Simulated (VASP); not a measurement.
# CoO (R-3m) in VASP: further runs

CoO is run at these levels: PBE; tasks: single point.

All numbers are computed with VASP 6.6.1; they aren't measurements. Logs are shortened: lines on timing, memory, paths and dates and some standing lists are left out, and cuts for length are marked.

### Step 1. The cell of the first run

The structure is trigonal, space group R-3m (No. 166). The conventional cell has a = 3.011 Å, b = 3.011 Å, c = 7.320 Å, α = 90.00°, β = 90.00°, γ = 120.00°. Within 2.8 Å of Co (site symmetry -3m) lie 6 O at 2.12 Å. O (site symmetry -3m) has 6 Co at 2.12 Å within 2.8 Å.

### Step 2. Single point, PBE, collinear spin, ferrimagnetic start

INCAR

```
SYSTEM = CoO
ALGO = Normal
EDIFF = 1E-6
ENCUT = 520
GGA = PE
ISIF = 2
ISMEAR = 0
ISPIN = 2
LASPH = .True.
LCHARG = .False.
LMAXMIX = 4
LORBIT = 11
LREAL = .False.
LWAVE = .False.
MAGMOM = 3 -1
NBANDS = 18
NELM = 150
PREC = Accurate
SIGMA = 0.1
```

KPOINTS

```
k-points
0
Gamma
  18 18 18
  0 0 0
```

POSCAR

```
CoO
1.0
    1.5054695445      0.8691832468      2.4399269062
   -1.5054695445      0.8691832468      2.4399269062
    0.0000000000     -1.7383664936      2.4399269062
Co O
1 1
Direct
    0.0000000000      0.0000000000      0.0000000000
    0.5000000000      0.5000000000      0.5000000000
```

Potentials or basis: VASP PAW PBE potentials, release 64 (Co, O).

Launch:

```
cat potpaw_PBE.64/Co/POTCAR potpaw_PBE.64/O/POTCAR > POTCAR
mpirun -np 1 vasp_std > vasp.out
```

OUTCAR:

```text
SYSTEM = CoO
   EDIFF = 1E-6
   ENCUT = 520
   GGA = PE
   ISIF = 2
   ISMEAR = 0
   ISPIN = 2
   LASPH = .True.
   LORBIT = 11
   LREAL = .False.
   NELM = 150
   PREC = Accurate

 ion  position               nearest neighbor table
   1  0.000  0.000  0.000-   2 2.12   2 2.12   2 2.12   2 2.12   2 2.12   2 2.12
   2  0.500  0.500  0.500-   1 2.12   1 2.12   1 2.12   1 2.12   1 2.12   1 2.12

  LATTYP: Found a trigonal (rhomboedric) cell.
 ALAT       =     2.9958573687
 COS(alpha) =     0.4949531368

  Lattice vectors:

 A1 = (   1.5054695445,   0.8691832468,   2.4399269062)
 A2 = (  -1.5054695445,   0.8691832468,   2.4399269062)
 A3 = (   0.0000000000,  -1.7383664936,   2.4399269062)

Analysis of symmetry for initial positions (statically):
=====================================================================
 Subroutine PRICEL returns:
 Original cell was already a primitive cell.

 Routine SETGRP: Setting up the symmetry group for a
 trigonal (rhombohedral) supercell.

 Subroutine GETGRP returns: Found 12 space group operations
 (whereof 12 operations were pure point group operations)
 out of a pool of 12 trial point group operations.

The static configuration has the point symmetry D_3d.

Analysis of symmetry for dynamics (positions and initial velocities):
=====================================================================
 Subroutine PRICEL returns:
 Original cell was already a primitive cell.

 Routine SETGRP: Setting up the symmetry group for a
 trigonal (rhombohedral) supercell.

 Subroutine GETGRP returns: Found 12 space group operations
 (whereof 12 operations were pure point group operations)
 out of a pool of 12 trial point group operations.

The dynamic configuration has the point symmetry D_3d.

Analysis of structural, dynamic, and magnetic symmetry:
=====================================================================
 Subroutine PRICEL returns:
 Original cell was already a primitive cell.

 Routine SETGRP: Setting up the symmetry group for a
 trigonal (rhombohedral) supercell.

 Subroutine GETGRP returns: Found 12 space group operations
 (whereof 12 operations were pure point group operations)
 out of a pool of 12 trial point group operations.

The overall configuration has the point symmetry D_3d.

 Subroutine INISYM returns: Found 12 space group operations
 (whereof 12 operations are pure point group operations),
 and found     1 'primitive' translations

----------------------------------------------------------------------------------------

[... 109 lines left out ...]
   IALGO  =     38    algorithm
   IMIX   =      4    mixing-type and parameters
     AMIX     =   0.40;   BMIX     =  1.00
     AMIX_MAG =   1.60;   BMIX_MAG =  1.00
  volume/ion in A,a.u.               =       9.58        64.64
  Fermi-wavevector in a.u.,A,eV,Ry     =   1.508927  2.851458 30.978555  2.276860
  Thomas-Fermi vector in A             =   2.619316
   LORBIT       =     11    0 simple, 1 ext, 2 COOP (PROOUT), +10 PAW based schemes
   GGA     = PE    functional components
   LHFCALC =     F    Hartree Fock is set to
   AEXX    =    0.0000 exact exchange contribution
   IVDW    =     0    specifies the selected vdW correction
   LEPSILON=     F    determine dielectric tensor
   LRPA    =     F    only Hartree local field effects (RPA)
 spin polarized calculation
 Gauss-broadening in eV      SIGMA  =   0.10
  energy-cutoff  :      520.00
  volume of cell :       19.16
 maximum number of plane-waves:       534
   NGX = 11   NGY = 11   NGZ = 11

 number of electron      15.0000005 magnetization       2.8884154

 Free energy of the ion-electron system (eV)
  ---------------------------------------------------
  ext. energy  EPLUGINS =         0.00000000
  ---------------------------------------------------
  free energy    TOTEN  =       -13.05658169 eV

  energy without entropy =      -13.03478644  energy(sigma->0) =      -13.04568407

 E-fermi :   8.0269     XC(G=0): -12.4586

 val. band max:        8.0268696948   @ k =  -0.2222  -0.4444   0.0556
 cond. band min:       8.0270019397   @ k =  -0.1667  -0.3333   0.1111
 fundamental gap:      0.0001322449
 Fermi energy:         8.0269443073

 spin component 1

 k-point     1 :       0.0000    0.0000    0.0000
  band No.  band energies     occupation
      1     -12.2371      1.00000
      2       4.7652      1.00000
      3       4.7652      1.00000
      4       4.8645      1.00000
      5       4.8645      1.00000
      6       4.9129      1.00000
[... 493 lines left out ...]
     17      35.1450      0.00000
     18      37.0677      0.00000

 [... further k-points ...]

 spin component 2

 k-point     1 :       0.0000    0.0000    0.0000
  band No.  band energies     occupation
      1     -11.7426      1.00000
      2       5.4149      1.00000
      3       5.4149      1.00000
      4       5.4688      1.00000
      5       6.9048      1.00000
      6       6.9048      1.00000
[... 493 lines left out ...]
     17      35.6018      0.00000
     18      37.8269      0.00000

 [... further k-points ...]
[... 5 lines left out ...]
  --------------------------------------------------------------------------------------
  -------------------------------------------------------------------------------------
  Total       -0.0531891     -0.0531891     -0.1136820      0.0000000     -0.0000000      0.0000000
  in kB       -4.4485877     -4.4485877     -9.5080388      0.0000000     -0.0000000      0.0000000
  external PRESSURE =      -6.1350714 kB  Pullay stress =       0.0000000 kB

 VOLUME and BASIS-vectors are now :
 -----------------------------------------------------------------------------
  energy-cutoff  :      520.00
  volume of cell :       19.16
      direct lattice vectors                 reciprocal lattice vectors
     1.505469544  0.869183247  2.439926906     0.332122295  0.191750896  0.136616114
    -1.505469544  0.869183247  2.439926906    -0.332122295  0.191750896  0.136616114
     0.000000000 -1.738366494  2.439926906     0.000000000 -0.383501793  0.136616114

 POSITION                                       TOTAL-FORCE (eV/Angst)
 -----------------------------------------------------------------------------------
      0.00000      0.00000      0.00000        -0.000000     -0.000000      0.000000
      0.00000      0.00000      3.65989         0.000000      0.000000     -0.000000
 -----------------------------------------------------------------------------------
    total drift:                               -0.000000      0.000000     -0.000000

  FREE ENERGIE OF THE ION-ELECTRON SYSTEM (eV)
  ---------------------------------------------------
  free  energy   TOTEN  =       -13.0565816891 eV

  energy  without entropy=      -13.0347864449  energy(sigma->0) =      -13.04568407

 total charge

# of ion       s       p       d       tot
------------------------------------------
    1        0.296   0.362   7.150   7.808
    2        1.556   3.427   0.000   4.983
--------------------------------------------------
tot          1.852   3.789   7.150  12.791

 magnetization (x)

# of ion       s       p       d       tot
------------------------------------------
    1        0.021   0.018   2.505   2.544
    2        0.029   0.265   0.000   0.294
--------------------------------------------------
tot          0.049   0.283   2.505   2.838
```

It took 7.2 min on 1 thread of Oxide Virtual Turin-like, shared host; peak memory 0.37 GiB.

What came out:

| Quantity | Value |
| --- | --- |
| Free energy | -13.0566 eV |
| Pressure | -0.6 GPa |
| Net moment | 2.89 μB per cell |
| Site moments | Co +2.54; O +0.29 μB |
| Valence electrons inside the program's atomic spheres | Co 7.81; O 4.98 |

Stress tensor (GPa, compression positive):
```
-0.44  0.00  0.00
 0.00 -0.44  0.00
 0.00  0.00 -0.95
```

Levels at points of the mesh, in eV from the Fermi level:
Spin up:
```csv
k point,band 6,band 7,band 8,band 9,band 10,band 11,band 12,band 13
"(0.00, 0.00, 0.00)",-3.11,-3.09,-3.09,-3.03,1.05,16.89,18.14,18.14
"(0.50, 0.00, 0.00)",-2.32,-1.80,0.13,0.14,5.11,9.40,13.49,13.60
"(0.50, 0.50, 0.00)",-2.91,-2.39,-2.06,-2.04,5.93,9.88,11.73,15.80
"(0.50, 0.50, 0.50)",-2.34,-1.75,0.14,0.14,5.05,9.52,13.40,13.40
```
Spin down:
| k point | band 3 | band 4 | band 5 | band 6 | band 7 | band 8 | band 9 | band 10 |
| --- | --- | --- | --- | --- | --- | --- | --- | --- |
| (0.00, 0.00, 0.00) | -2.61 | -2.56 | -1.12 | -1.12 | -1.10 | 0.05 | 0.05 | 1.59 |
| (0.50, 0.00, 0.00) | -4.69 | -4.64 | -0.15 | -0.13 | 0.18 | 2.71 | 2.73 | 5.39 |
| (0.50, 0.50, 0.00) | -3.88 | -3.83 | -2.25 | 0.12 | 0.13 | 0.53 | 1.00 | 6.78 |
| (0.50, 0.50, 0.50) | -4.71 | -4.71 | -0.11 | -0.11 | 0.18 | 2.73 | 2.73 | 5.33 |

Caveat: a cell with one magnetic atom can't hold antiferromagnetic order, which such compounds often take; semilocal functionals often make such compounds metallic where correlation or magnetic order opens a gap, which also shifts bond lengths.

### Step 3. Single point, PBE, collinear spin, ferromagnetic start

INCAR

```
SYSTEM = CoO
  PREC = Accurate
  ENCUT = 520
  EDIFF = 1E-7
  ISMEAR = 0
  SIGMA = 0.1
  LREAL = .FALSE.
  LASPH = .TRUE.
  NELM = 150
  ALGO = Normal
  ISIF = 2
  LWAVE = .FALSE.
  LCHARG = .FALSE.
  ISPIN = 2
  MAGMOM = 0.5 0.5
  LORBIT = 11
  LMAXMIX = 4
  GGA = PE
  NBANDS = 18
```

KPOINTS

```
regular mesh
0
G
  18 18 18
  0 0 0
```

POSCAR is that of step 2.

Potentials or basis: VASP PAW PBE potentials, release 64 (Co, O).

Launch:

```
cat potpaw_PBE.64/Co/POTCAR potpaw_PBE.64/O/POTCAR > POTCAR
mpirun -np 1 vasp_std > vasp.out
```

It took 8.5 min on 1 thread of Oxide Virtual Turin-like, shared host; peak memory 0.37 GiB.

Results (log left out):

```yaml
Free_energy: -13.0566 eV
Pressure: -0.6 GPa
Net_moment: 2.89 μB per cell
Site_moments: Co +2.54; O +0.29 μB
Valence_electrons_inside_the_program's_atomic_spheres: Co 7.81; O 4.98
```

Stress tensor (GPa, compression positive):
```
-0.39  0.00  0.00
 0.00 -0.39  0.00
 0.00  0.00 -0.90
```

Levels at points of the mesh, in eV from the Fermi level:
Spin up:
```
           k point  band 7  band 8  band 9  band 10  band 11  band 12
(0.00, 0.00, 0.00)   -3.09   -3.09   -3.03     1.05    16.89    18.14
(0.50, 0.00, 0.00)   -1.79    0.13    0.14     5.11     9.40    13.49
(0.50, 0.50, 0.00)   -2.39   -2.06   -2.04     5.93     9.88    11.73
(0.50, 0.50, 0.50)   -1.75    0.14    0.14     5.05     9.51    13.40
```
Spin down:
```tsv
k point	band 4	band 5	band 6	band 7	band 8	band 9
(0.00, 0.00, 0.00)	-2.56	-1.12	-1.12	-1.10	0.05	0.05
(0.50, 0.00, 0.00)	-4.64	-0.15	-0.13	0.18	2.71	2.73
(0.50, 0.50, 0.00)	-3.83	-2.25	0.12	0.13	0.53	1.00
(0.50, 0.50, 0.50)	-4.71	-0.11	-0.11	0.18	2.73	2.73
```

Caveat: a cell with one magnetic atom can't hold antiferromagnetic order, which such compounds often take; semilocal functionals often make such compounds metallic where correlation or magnetic order opens a gap, which also shifts bond lengths.
